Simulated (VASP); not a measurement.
# Pd (Fd-3m) in VASP: a series of runs, part 2 of 2

VASP 6.6.1. The steps go on from the part before.

### Step 4. Single point, RPBE, collinear spin, ferromagnetic start (volume scaled by 1.12)

The input, INCAR:

```
ALGO = Normal
EDIFF = 1E-6
ENCUT = 520
GGA = RP
ISIF = 2
ISMEAR = -1
ISPIN = 2
LASPH = True
LCHARG = False
LMAXMIX = 4
LORBIT = 11
LREAL = False
LWAVE = False
MAGMOM = 0.447 0.447
NBANDS = 21
NELM = 150
PREC = Accurate
SIGMA = 0.05
```

The input, KPOINTS:

```
k-points
0
Gamma
  10 10 10
```

The input, POSCAR:

```
Pd
1.0
    0.0000000000      3.0613060334      3.0613060334
    3.0613060334      0.0000000000      3.0613060334
    3.0613060334      3.0613060334      0.0000000000
Pd
2
Direct
    0.1250000000      0.1250000000      0.1250000000
    0.8750000000      0.8750000000      0.8750000000
```

Potentials or basis: VASP PAW PBE potentials, release 64 (Pd).

Launch:

```bash
$ cat potpaw_PBE.64/Pd/POTCAR > POTCAR
$ mpirun -np 1 vasp_std > vasp.out
```

OUTCAR:

```text
EDIFF = 1E-6
   ENCUT = 520
   GGA = RP
   ISIF = 2
   ISMEAR = -1
   ISPIN = 2
   LASPH = True
   LORBIT = 11
   LREAL = False
   NELM = 150
   PREC = Accurate

 ion  position               nearest neighbor table
   1  0.125  0.125  0.125-   2 2.65   2 2.65   2 2.65   2 2.65
   2  0.875  0.875  0.875-   1 2.65   1 2.65   1 2.65   1 2.65

  LATTYP: Found a face centered cubic cell.
 ALAT       =     6.1226120668

  Lattice vectors:

 A1 = (   0.0000000000,   3.0613060334,   3.0613060334)
 A2 = (   3.0613060334,   0.0000000000,   3.0613060334)
 A3 = (   3.0613060334,   3.0613060334,   0.0000000000)

Analysis of symmetry for initial positions (statically):
=====================================================================
 Subroutine PRICEL returns:
 Original cell was already a primitive cell.

 Routine SETGRP: Setting up the symmetry group for a
 face centered cubic supercell.

 Subroutine GETGRP returns: Found 48 space group operations
 (whereof 12 operations were pure point group operations)
[... 766 lines left out ...]

 spin component 2

 k-point     1 :       0.0000    0.0000    0.0000
  band No.  band energies     occupation
      1      -0.9897      1.00000
      2       0.1600      1.00000
      3       0.1600      1.00000
      4       0.2337      1.00000
      5       0.2337      1.00000
      6       0.2337      1.00000
[... 565 lines left out ...]
     20      20.0775      0.00000
     21      20.9178      0.00000

 [... further k-points ...]
[... 5 lines left out ...]
  --------------------------------------------------------------------------------------
  -------------------------------------------------------------------------------------
  Total       -1.6677228     -1.6677228     -1.6677228      0.0000000      0.0000000     -0.0000000
  in kB      -46.5676372    -46.5676372    -46.5676372      0.0000000      0.0000000     -0.0000000
  external PRESSURE =     -46.5676372 kB  Pullay stress =       0.0000000 kB

 VOLUME and BASIS-vectors are now :
 -----------------------------------------------------------------------------
  energy-cutoff  :      520.00
  volume of cell :       57.38
      direct lattice vectors                 reciprocal lattice vectors
     0.000000000  3.061306033  3.061306033    -0.163328983  0.163328983  0.163328983
     3.061306033  0.000000000  3.061306033     0.163328983 -0.163328983  0.163328983
     3.061306033  3.061306033  0.000000000     0.163328983  0.163328983 -0.163328983

 POSITION                                       TOTAL-FORCE (eV/Angst)
 -----------------------------------------------------------------------------------
      0.76533      0.76533      0.76533        -0.000000      0.000000     -0.000000
      5.35729      5.35729      5.35729         0.000000     -0.000000      0.000000
 -----------------------------------------------------------------------------------
    total drift:                                0.000000      0.000000     -0.000000

  FREE ENERGIE OF THE ION-ELECTRON SYSTEM (eV)
  ---------------------------------------------------
  free  energy   TOTEN  =        -7.1514787137 eV

  energy  without entropy=       -7.1072168921  energy(sigma->0) =       -7.12934780

 total charge

# of ion       s       p       d       tot
------------------------------------------
    1        0.429   0.199   8.519   9.147
    2        0.429   0.199   8.519   9.147
--------------------------------------------------
tot          0.858   0.398  17.038  18.294

 magnetization (x)

# of ion       s       p       d       tot
------------------------------------------
    1       -0.004  -0.002   0.437   0.431
    2       -0.004  -0.002   0.437   0.431
--------------------------------------------------
tot         -0.009  -0.003   0.873   0.861
```

stdout:

```text
POSCAR found type information on POSCAR Pd
 POSCAR found :  1 types and       2 ions
 scaLAPACK will be used
 -----------------------------------------------------------------------------
|                                                                             |
|                                                                             |
|     You enforced a specific xc type in the INCAR file but a different       |
|     I HOPE YOU KNOW WHAT YOU ARE DOING!                                     |
|                                                                             |
 -----------------------------------------------------------------------------

 LDA part: xc-table for (Slater+PW92), standard interpolation
 POSCAR, INCAR and KPOINTS ok, starting setup
 FFT: planning ... GRIDC
 FFT: planning ... GRID_SOFT
 FFT: planning ... GRID
 WAVECAR not read
 entering main loop
```

Wall time 32 s (1 thread of Intel Xeon 6975P-C (Granite Rapids), shared host); peak memory 0.24 GiB.

What came out:

```
Free energy                                           : -7.1515 eV
Pressure                                              : -4.7 GPa
Net moment                                            : 0.87 μB per cell
Site moments                                          : Pd +0.43 μB
Valence electrons inside the program's atomic spheres : Pd 9.15
```

Caveat: the PAW data sets were made with another functional, which shifts forces and pressure a little.

### Step 5. The runs side by side

| cell | gap on the mesh (eV) | pressure (GPa) | moment (μB) |
| --- | --- | --- | --- |
| a = 4.224 Å, angles 60.0°, 2 atoms | none | -2.1 | 0.90 |
| a = 4.277 Å, angles 60.0°, 2 atoms | none | -3.6 | 0.89 |
| a = 4.329 Å, angles 60.0°, 2 atoms | none | -4.7 | 0.87 |

Alike in all rows: task single point; level RPBE; potentials or basis VASP PAW PBE potentials, release 64 (Pd); spin collinear, ferromagnetic start; k mesh 10 × 10 × 10; cutoff (eV) 520; smearing fermi-dirac 0.05 eV.

Caveats: the PAW data sets were made with another functional, which shifts forces and pressure a little.

Absolute energies hang on the potentials; compare differences alone.
